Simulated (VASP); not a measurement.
Input of a VASP 6.6.1 run:

File POSCAR:

```
BaTiO3
1.0
    4.1551154307      0.1583906644      0.2569067247
    0.3005213822      2.5160853304      2.7586679808
    0.0720886616     -2.9915653209      3.2314727974
Ba Ti O
1 1 3
Direct
    0.0036780671      0.0158596996      0.0356121911
    0.4658484600      0.4973581037      0.5441201965
    0.0276793733      0.5048739767      0.5082035618
    0.4845039943      0.4848912872      0.9507562870
    0.5182901053      0.9932369330      0.4575277638
```

The input INCAR.step1:

```
SYSTEM = BaTiO3
PREC = Accurate
ENCUT = 520
ISMEAR = 0
SIGMA = 0.05
LREAL = .FALSE.
LASPH = .TRUE.
NELM = 100
NBANDS = 28
GGA = PE
ALGO = Normal
EDIFF = 1E-4
LWAVE = .TRUE.
LCHARG = .FALSE.
```

The input INCAR.step2:

```
SYSTEM = BaTiO3
PREC = Accurate
ENCUT = 520
EDIFF = 1E-6
ISMEAR = 0
SIGMA = 0.05
LREAL = .FALSE.
LASPH = .TRUE.
NELM = 100
ALGO = Normal
ISIF = 2
LWAVE = .FALSE.
LCHARG = .TRUE.
METAGGA = R2SCAN
LMIXTAU = .TRUE.
LELF = .TRUE.
LVHAR = .TRUE.
NBANDS = 28
ISTART = 1
```

Contents of KPOINTS:

```
Automatic mesh
0
G
  6 6 6
  0 0 0
```

Potentials or basis: VASP PAW PBE potentials, release 64 (Ba_sv, Ti_sv, O).

Command:

```bash
$ cat potpaw_PBE.64/Ba_sv/POTCAR potpaw_PBE.64/Ti_sv/POTCAR potpaw_PBE.64/O/POTCAR > POTCAR
$ cp INCAR.step1 INCAR
$ mpirun -np 1 vasp_std > vasp.out
$ cp INCAR.step2 INCAR
$ mpirun -np 1 vasp_std > vasp.out
```

Problem. What does it give for the pressure?

Solution. 6.1 GPa.

Problem. What does it give for the band gap on the k mesh?

Solution. 2.61 eV (least direct gap 3.16 eV).

Forces on the atoms (eV/Å):
```
Ba   0.018  0.024 -0.031
Ti   0.136  0.095 -0.112
O   -0.141 -0.026 -0.004
O   -0.001 -0.079  0.113
O   -0.013 -0.013  0.034
```

Caveat: the stress differs along the axes, from -1 to 14 GPa; the PAW data sets were made with another functional, which shifts forces and pressure a little; spin-orbit coupling is left out, which moves the levels of the heavy elements. A k mesh can miss the band edges.
